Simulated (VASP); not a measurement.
# Si3W2 (P-3m1) in VASP: relaxation of cell and atoms with PBE

Aim: the relaxation of cell and atoms of Si3W2 with PBE.

Program: VASP 6.6.1. These are calculated values, not measurements. Logs are shortened: lines on timing, memory, paths and dates and some standing lists are left out, and cuts for length are marked.

### 1 The cell of the first run

It takes space group P-3m1 (No. 164, trigonal). Conventional cell: a = 4.351 Å, b = 4.351 Å, c = 5.034 Å, α = 90.00°, β = 90.00°, γ = 120.00°. Within 3.4 Å of Si (site symmetry -3m) lie 6 W at 2.58 Å and 6 Si at 3.18 Å. Si (site symmetry 3m) has 5 W at 2.51 to 2.87 Å and 6 Si at 2.75 to 3.18 Å within 3.3 Å. W (site symmetry 3m) has 8 Si at 2.51 to 2.87 Å and 3 W at 2.76 Å within 3.3 Å.

The cell was built from a structure type or drawn by symmetry, and may not be a known phase.

### 2 Relaxation of cell and atoms, PBE

INCAR reads:

```
SYSTEM = Si3W2
PREC = Accurate ; ENCUT = 600
EDIFF = 1E-6 ; ISMEAR = 0
SIGMA = 0.1 ; LREAL = .False.
LASPH = .True. ; NELM = 60
ALGO = Normal ; ISIF = 3
LWAVE = .False. ; LCHARG = .False.
GGA = PE ; IBRION = 2
NSW = 100 ; EDIFFG = -0.01
```

KPOINTS reads:

```
regular mesh
0
Gamma
  12 12 8
  0 0 0
```

POSCAR reads:

```
Si3W2
1.0
    4.3507903964      0.0000000000      0.0000000000
   -2.1753951982      3.7678950098      0.0000000000
    0.0000000000      0.0000000000      5.0340010350
Si W
3 2
Direct
    0.0000000000      0.0000000000      0.0000000000
    0.3333333333      0.6666666667      0.6115836386
    0.6666666667      0.3333333333      0.3884163614
    0.3333333333      0.6666666667      0.1128162306
    0.6666666667      0.3333333333      0.8871837694
```

Potentials or basis: VASP PAW PBE potentials, release 64 (Si, W_sv).

Started as:

```
$ cat potpaw_PBE.64/Si/POTCAR potpaw_PBE.64/W_sv/POTCAR > POTCAR
$ mpirun -np 1 vasp_std > vasp.out
```

OUTCAR:

```text
SYSTEM = Si3W2
   PREC = Accurate
   ENCUT = 600
   EDIFF = 1E-6
   ISMEAR = 0
   LREAL = .False.
   LASPH = .True.
   NELM = 60
   ISIF = 3
   GGA = PE
   IBRION = 2
   NSW = 100
   EDIFFG = -0.01

 ion  position               nearest neighbor table
   1  0.000  0.000  0.000-   4 2.58   5 2.58   4 2.58   5 2.58   4 2.58   5 2.58
   2  0.333  0.667  0.612-   4 2.51   4 2.52   3 2.75   3 2.75   3 2.75   5 2.87   5 2.87   5 2.87

   3  0.667  0.333  0.388-   5 2.51   5 2.52   2 2.75   2 2.75   2 2.75   4 2.87   4 2.87   4 2.87

   4  0.333  0.667  0.113-   2 2.51   2 2.52   1 2.58   1 2.58   1 2.58   5 2.76   5 2.76   5 2.76
                             3 2.87   3 2.87   3 2.87
   5  0.667  0.333  0.887-   3 2.51   3 2.52   1 2.58   1 2.58   1 2.58   4 2.76   4 2.76   4 2.76
                             2 2.87   2 2.87   2 2.87

  LATTYP: Found a hexagonal cell.
 ALAT       =     4.3507903964
 C/A-ratio  =     1.1570313843

  Lattice vectors:

 A1 = (   4.3507903964,   0.0000000000,   0.0000000000)
 A2 = (  -2.1753951982,   3.7678950098,   0.0000000000)
 A3 = (   0.0000000000,   0.0000000000,   5.0340010350)

Analysis of symmetry for initial positions (statically):
=====================================================================
 Subroutine PRICEL returns:
 Original cell was already a primitive cell.

 Routine SETGRP: Setting up the symmetry group for a
 hexagonal supercell.

 Subroutine GETGRP returns: Found 12 space group operations
 (whereof 12 operations were pure point group operations)
 out of a pool of 24 trial point group operations.

The static configuration has the point symmetry D_3d.

Analysis of symmetry for dynamics (positions and initial velocities):
=====================================================================
 Subroutine PRICEL returns:
 Original cell was already a primitive cell.

 Routine SETGRP: Setting up the symmetry group for a
 hexagonal supercell.

 Subroutine GETGRP returns: Found 12 space group operations
 (whereof 12 operations were pure point group operations)
 out of a pool of 24 trial point group operations.

The dynamic configuration has the point symmetry D_3d.

 Subroutine INISYM returns: Found 12 space group operations
 (whereof 12 operations are pure point group operations),
 and found     1 'primitive' translations

----------------------------------------------------------------------------------------

                                     Primitive cell

  volume of cell :      82.5240

  direct lattice vectors                    reciprocal lattice vectors
     4.350790396  0.000000000  0.000000000     0.229843295  0.132700088  0.000000000
    -2.175395198  3.767895010  0.000000000     0.000000000  0.265400176  0.000000000
     0.000000000  0.000000000  5.034001035     0.000000000  0.000000000  0.198649145

  length of vectors
     4.350790396  4.350790396  5.034001035     0.265400176  0.265400176  0.198649145

  position of ions in fractional coordinates (direct lattice)
     0.000000000  0.000000000  0.000000000
     0.333333333  0.666666667  0.611583639
     0.666666667  0.333333333  0.388416361
     0.333333333  0.666666667  0.112816231
     0.666666667  0.333333333  0.887183769

  ion indices of the primitive-cell ions
   primitive index   ion index
                 1           1
                 2           2
                 3           3
                 4           4
                 5           5

----------------------------------------------------------------------------------------

 KPOINTS: regular mesh

Automatic generation of k-mesh.
 Grid dimensions read from file:
 generate k-points for:   12   12    8

 Generating k-lattice:

  Cartesian coordinates                     Fractional coordinates (reciprocal lattice)
     0.019153608  0.011058341  0.000000000     0.083333333  0.000000000  0.000000000
     0.000000000  0.022116681  0.000000000     0.000000000  0.083333333  0.000000000
     0.000000000  0.000000000  0.024831143     0.000000000  0.000000000  0.125000000

  Length of vectors
     0.022116681  0.022116681  0.024831143

  Shift w.r.t. Gamma in fractional coordinates (k-lattice)
     0.000000000  0.000000000  0.000000000

 Subroutine IBZKPT returns following result:
 ===========================================

 Found    131 irreducible k-points:

 Following reciprocal coordinates:
            Coordinates               Weight
  0.000000  0.000000  0.000000      1.000000
  0.083333 -0.000000  0.000000      6.000000
  0.166667 -0.000000  0.000000      6.000000
  0.250000 -0.000000  0.000000      6.000000
  0.333333 -0.000000  0.000000      6.000000
  0.416667 -0.000000  0.000000      6.000000
[... 16 lines left out ...]
  0.166667 -0.000000  0.125000      6.000000
  0.000000  0.166667  0.125000      6.000000
 [... further k-points ...]
   k-points           NKPTS =    131   k-points in BZ     NKDIM =    131   number of bands    NBANDS=     24
   number of dos      NEDOS =    301   number of ions     NIONS =      5
   total plane-waves  NPLWV =  51840
   dimension x,y,z NGX =    36 NGY =   36 NGZ =   40
   dimension x,y,z NGXF=    72 NGYF=   72 NGZF=   80
   ions per type =               3   2
   NGX,Y,Z   is equivalent  to a cutoff of  13.76, 13.76, 13.21 a.u.
   NGXF,Y,Z  is equivalent  to a cutoff of  27.51, 27.51, 26.42 a.u.
 SYSTEM =  Si3W2
   PREC   = accura    normal or accurate (medium, high low for compatibility)
   ISTART =      0    job   : 0-new  1-cont  2-samecut
   ICHARG =      2    charge: 1-file 2-atom 10-const
   ISPIN  =      1    spin polarized calculation?
   LNONCOLLINEAR =      F non collinear calculations
   LSORBIT =      F    spin-orbit coupling
   LASPH  =      T    aspherical Exc in radial PAW
   ENCUT  =  600.0 eV  44.10 Ry    6.64 a.u.   8.69  8.69 10.05*2*pi/ulx,y,z
   NELM   =     60;   NELMIN=  2; NELMDL= -5     # of ELM steps
   EDIFF  = 0.1E-05   stopping-criterion for ELM
   LREAL  =      F    real-space projection
   EDIFFG = -.1E-01   stopping-criterion for IOM
   NSW    =    100    number of steps for IOM
   IBRION =      2    ionic relax: 0-MD 1-quasi-New 2-CG
   NFREE  =      1    steps in history (QN), initial steepest desc. (CG)
   ISIF   =      3    stress and relaxation
   ISYM   =      2    0-nonsym 1-usesym 2-fastsym
   POTIM  = 0.5000    time-step for ionic-motion
   TEBEG  =    0.0;   TEEND  =   0.0 temperature during run
   PSTRESS=    0.0 pullay stress
   NELECT =      40.0000    total number of electrons
   NUPDOWN=      -1.0000    fix difference up-down
   EMIN   =  10.00;   EMAX   =-10.00  energy-range for DOS
   EFERMI =   0.00;   METHOD = LEGACY
   ISMEAR =     0;   SIGMA  =   0.10  broadening in eV -4-tet -1-fermi 0-gaus
   EFERMI_NEDOS =   21; number of points for ismear=-14 and -15
   IALGO  =     38    algorithm
   IMIX   =      4    mixing-type and parameters
     AMIX     =   0.40;   BMIX     =  1.00
     AMIX_MAG =   1.60;   BMIX_MAG =  1.00
  volume/ion in A,a.u.               =      16.50       111.38
  Fermi-wavevector in a.u.,A,eV,Ry     =   1.285982  2.430153 22.500616  1.653749
  Thomas-Fermi vector in A             =   2.418083
   LORBIT       =      0    0 simple, 1 ext, 2 COOP (PROOUT), +10 PAW based schemes
   GGA     = PE    functional components
   LHFCALC =     F    Hartree Fock is set to
   AEXX    =    0.0000 exact exchange contribution
   IVDW    =     0    specifies the selected vdW correction
   LEPSILON=     F    determine dielectric tensor
   LRPA    =     F    only Hartree local field effects (RPA)
 conjugate gradient relaxation of ions
 non-spin polarized calculation
 Gauss-broadening in eV      SIGMA  =   0.10
  energy-cutoff  :      600.00
  volume of cell :       82.52
 maximum number of plane-waves:      2780
 NGX is ok and might be reduce to    36
   NGX = 17   NGY = 17   NGZ = 21

--------------------------------------- Ionic step        1  -------------------------------------------

 number of electron      39.9999998 magnetization

 Free energy of the ion-electron system (eV)
  ---------------------------------------------------
  ext. energy  EPLUGINS =         0.00000000
  ---------------------------------------------------
  free energy    TOTEN  =       -41.24684122 eV

  energy without entropy =      -41.23041848  energy(sigma->0) =      -41.23862985

------------------------ aborting loop because EDIFF is reached ----------------------------------------

  FORCE on cell =-STRESS in cart. coord.  units (eV):
  Direction    XX          YY          ZZ          XY          YZ          ZX
  --------------------------------------------------------------------------------------
  -------------------------------------------------------------------------------------
  Total        0.3631929      0.3631929     -0.3971476     -0.0000000     -0.0000000      0.0000000
  in kB        7.0512759      7.0512759     -7.7104961     -0.0000000     -0.0000000      0.0000000
  external PRESSURE =       2.1306852 kB  Pullay stress =       0.0000000 kB

 VOLUME and BASIS-vectors are now :
 -----------------------------------------------------------------------------
  energy-cutoff  :      600.00
  volume of cell :       82.52
      direct lattice vectors                 reciprocal lattice vectors
     4.350790396  0.000000000  0.000000000     0.229843295  0.132700088  0.000000000
    -2.175395198  3.767895010  0.000000000     0.000000000  0.265400176  0.000000000
     0.000000000  0.000000000  5.034001035     0.000000000  0.000000000  0.198649145
[... 274 lines left out ...]
 POSITION                                       TOTAL-FORCE (eV/Angst)
 -----------------------------------------------------------------------------------
      4.36237      0.00000     -0.00000        -0.000000      0.000000      0.000000
     -0.00000      2.51862      3.05851        -0.000000     -0.000000      0.010303
      2.18119      1.25931      1.96336        -0.000000      0.000000     -0.010303
     -0.00000      2.51862      0.55493        -0.000000      0.000000     -0.000975
      2.18119      1.25931      4.46695         0.000000     -0.000000      0.000975
 -----------------------------------------------------------------------------------
    total drift:                                0.000000      0.000000      0.000000

  FREE ENERGIE OF THE ION-ELECTRON SYSTEM (eV)
  ---------------------------------------------------
  free  energy   TOTEN  =       -41.2505184990 eV

  energy  without entropy=      -41.2343673924  energy(sigma->0) =      -41.24244295

--------------------------------------- Ionic step        9  -------------------------------------------

 number of electron      40.0000000 magnetization

 Free energy of the ion-electron system (eV)
  ---------------------------------------------------
  ext. energy  EPLUGINS =         0.00000000
  ---------------------------------------------------
  free energy    TOTEN  =       -41.25056027 eV

  energy without entropy =      -41.23439186  energy(sigma->0) =      -41.24247606

 E-fermi :   9.1931     XC(G=0): -11.5412

 val. band max:        9.1834320900   @ k =   0.3333   0.0833   0.2500
 cond. band min:       9.1943298311   @ k =  -0.0833   0.5000   0.2500
 fundamental gap:      0.0108977411
 Fermi energy:         9.1930520618

 k-point     1 :       0.0000    0.0000    0.0000
  band No.  band energies     occupation
      1     -64.7345      2.00000
      2     -64.6496      2.00000
      3     -29.1925      2.00000
      4     -29.1925      2.00000
      5     -29.0538      2.00000
      6     -28.9660      2.00000
[... 16 lines left out ...]
     23      12.0176      0.00000
     24      12.0176      0.00000
[... 598 lines left out ...]
      2     -64.6546      2.00000
      3     -29.2078      2.00000
      4     -29.2069      2.00000
      5     -29.0738      2.00000
      6     -28.9382      2.00000
[... 16 lines left out ...]
     23      11.3736      0.00000
     24      11.7556      0.00000

 [... further k-points ...]
[... 5 lines left out ...]
  --------------------------------------------------------------------------------------
  -------------------------------------------------------------------------------------
  Total        0.0014717      0.0014717     -0.0005259      0.0000000      0.0000000      0.0000000
  in kB        0.0284658      0.0284658     -0.0101723      0.0000000      0.0000000      0.0000000
  external PRESSURE =       0.0155864 kB  Pullay stress =       0.0000000 kB

 VOLUME and BASIS-vectors are now :
 -----------------------------------------------------------------------------
  energy-cutoff  :      600.00
  volume of cell :       82.83
      direct lattice vectors                 reciprocal lattice vectors
     4.363400548  0.000000000 -0.000000000     0.229179052  0.132316587  0.000000000
    -2.181700274  3.778815721 -0.000000000    -0.000000000  0.264633174  0.000000000
    -0.000000000 -0.000000000  5.023750275    -0.000000000  0.000000000  0.199054480

 POSITION                                       TOTAL-FORCE (eV/Angst)
 -----------------------------------------------------------------------------------
     -0.00000      0.00000     -0.00000        -0.000000      0.000000      0.000000
     -0.00000      2.51921      3.06035        -0.000000     -0.000000      0.000658
      2.18170      1.25961      1.96340         0.000000      0.000000     -0.000658
     -0.00000      2.51921      0.55528         0.000000      0.000000     -0.003298
      2.18170      1.25961      4.46847        -0.000000     -0.000000      0.003298
 -----------------------------------------------------------------------------------
    total drift:                                0.000000      0.000000      0.000000

  FREE ENERGIE OF THE ION-ELECTRON SYSTEM (eV)
  ---------------------------------------------------
  free  energy   TOTEN  =       -41.2505602720 eV

  energy  without entropy=      -41.2343918550  energy(sigma->0) =      -41.24247606

 reached required accuracy - stopping structural energy minimisation
```

It took 26 min on 1 thread of Intel Xeon 8259CL, shared host; peak memory 0.43 GiB.

What came out:

* Free energy: -41.2506 eV
* Relaxed volume: 16.57 Å³/atom
* Relaxed cell: a = 4.363 Å, b = 4.363 Å, c = 5.024 Å, α = 90.00°, β = 90.00°, γ = 120.00°
* Space group after relaxing (to 0.1 Å): P-3m1 (No. 164)
* Energy gained by relaxing: 0.7 meV/atom
* Ionic steps: 9
* Pressure after relaxing: 0.0 GPa
* Largest force after relaxing: 0.003 eV/Å
* Band gap on the k mesh: zero (bands 20 and 21 overlap by 1.55 eV)

Forces on the atoms (eV/Å):
```
Si   0.000  0.000  0.000
Si   0.000  0.000  0.001
Si   0.000  0.000 -0.001
W    0.000  0.000 -0.003
W    0.000  0.000  0.003
```

Step by step:
```tsv
step	energy change (eV)	largest force (eV/Å)	pressure (GPa)	volume (Å³)
1	0.0000	0.0980	0.21	82.52
2	-0.0024	0.0914	-0.03	82.78
3	-0.0025	0.0931	0.00	82.75
4	-0.0034	0.0559	-0.01	82.82
5	-0.0035	0.0582	0.02	82.84
6	-0.0037	0.0100	-0.11	82.88
7	-0.0037	0.0056	-0.10	82.88
8	-0.0037	0.0103	0.16	82.76
9	-0.0037	0.0033	0.00	82.83
```

Final structure:
```
CELL_PARAMETERS angstrom
4.36340 0.00000 0.00000
-2.18170 3.77882 0.00000
0.00000 0.00000 5.02375
ATOMIC_POSITIONS crystal
Si 0.00000 0.00000 0.00000
Si 0.33333 0.66667 0.60918
Si 0.66667 0.33333 0.39082
W 0.33333 0.66667 0.11053
W 0.66667 0.33333 0.88947
```

Caveat: spin-orbit coupling is left out, which moves the levels of the heavy elements.
